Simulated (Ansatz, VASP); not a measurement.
**Sn2GeO2: VASP beside Ansatz**

```
CELL_PARAMETERS angstrom
-1.84642 1.84642 6.43942
1.84642 -1.84642 6.43942
1.84642 1.84642 -6.43942
ATOMIC_POSITIONS crystal
Sn 0.65426 0.65426 0.00000
Sn 0.34574 0.34574 0.00000
Ge 0.00000 0.00000 0.00000
O 0.25000 0.75000 0.50000
O 0.75000 0.25000 0.50000
```

Change from the starting cell: species swapped into the LaNi2As2 type (I4/mmm, No. 139).

Alike in both runs: functional PBE; k mesh 12 × 12 × 12; occupations gaussian, width 0.1 eV; no spin polarisation.

Ansatz relaxed the structure, and its values are those at the end. VASP's run is a single point on that final structure, the one shown.

```csv
,VASP,Ansatz
version,VASP 6.6.1,Ansatz 0.2.0
potentials or method,"VASP PAW PBE potentials, release 64 (Sn_d, Ge_d, O), cutoff 520 eV","scalar-relativistic, plane waves, PAW"
valence electrons in the cell,54,54
```

VASP gave:

* gap on the k mesh at the Fermi level (eV): none
* pressure (GPa): 0.2
* rms of the force components (eV/Å): 0.027

Problem. Estimate Ansatz's values.

Solution. gap on the k mesh at the Fermi level (eV): none; pressure (GPa): 0.0; rms of the force components (eV/Å): 0.000.

A gap of «none» marks a metal or a gap that the smearing closes.
